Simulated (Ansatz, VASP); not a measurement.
## SiC: VASP beside Ansatz

INCAR

```
SYSTEM = SiC
PREC = Accurate
ENCUT = 520
EDIFF = 1E-7
ISMEAR = 0
SIGMA = 0.05
LREAL = .False.
LASPH = .True.
NELM = 60
ALGO = Normal
ISIF = 2
LWAVE = .False.
LCHARG = .False.
GGA = PS
NBANDS = 16
```

The input KPOINTS:

```
Automatic mesh
0
Gamma
  12 12 6
  0 0 0
```

Contents of POSCAR:

```
SiC
1.0
    3.0759982064      0.0000000000      0.0000000000
   -1.5379991032      2.6638925888      0.0000000000
    0.0000000000      0.0000000000      5.0480000000
Si C
2 2
Direct
    0.3490531005      0.6784617126     -0.0023269709
    0.6643630559      0.3214834211      0.4963708857
    0.3214089076      0.6618352732      0.3889675565
    0.6651749360      0.3382195931      0.8869885287
```

Input for Ansatz:

```yaml
crystal:
  lattice:
    - [3.0759982064, 0.0, 0.0]
    - [-1.5379991032, 2.6638925888, 0.0]
    - [0.0, 0.0, 5.048]
  atoms:
    - { symbol: Si, position: [0.3490531005, 0.6784617126, -0.0023269709] }
    - { symbol: Si, position: [0.6643630559, 0.3214834211, 0.4963708857] }
    - { symbol: C, position: [0.3214089076, 0.6618352732, 0.3889675565] }
    - { symbol: C, position: [0.665174936, 0.3382195931, 0.8869885287] }
kpoints:
  mp_grid: { grid: [12, 12, 6] }
hamiltonian:
  xc: pbesol
scf:
  occupations: { method: gaussian, width: 0.05 }
output:
  forces: true
  eigenvalues: true
  stress: true
```

Alike in both runs: task single point; functional PBEsol; k mesh 12 × 12 × 6; occupations gaussian, width 0.05 eV; no spin polarisation.

|  | VASP | Ansatz |
| --- | --- | --- |
| version | VASP 6.6.1 | Ansatz 0.2.0 |
| potentials or method | VASP PAW PBE potentials, release 64 (Si, C) | scalar-relativistic, plane waves, PAW |
| plane-wave cutoff (eV) | 520 | 420 |
| valence electrons in the cell | 16 | 16 |

|  | VASP | Ansatz | Ansatz less VASP |
| --- | --- | --- | --- |
| gap on the k mesh at the Fermi level (eV) | 2.09 | 2.10 | +0.008 |
| pressure (GPa) | 1.3 | 0.9 | -0.35 |
| traceless stress, the component that is largest in VASP (GPa) | -5.29 | -5.21 | +0.083 |
| rms of the force components (eV/Å) | 0.880 | 0.877 | -0.0038 |

VASP's potentials were made for PBE, not for PBEsol. Atom by atom the forces differ by 0.004 eV/Å (rms over components).
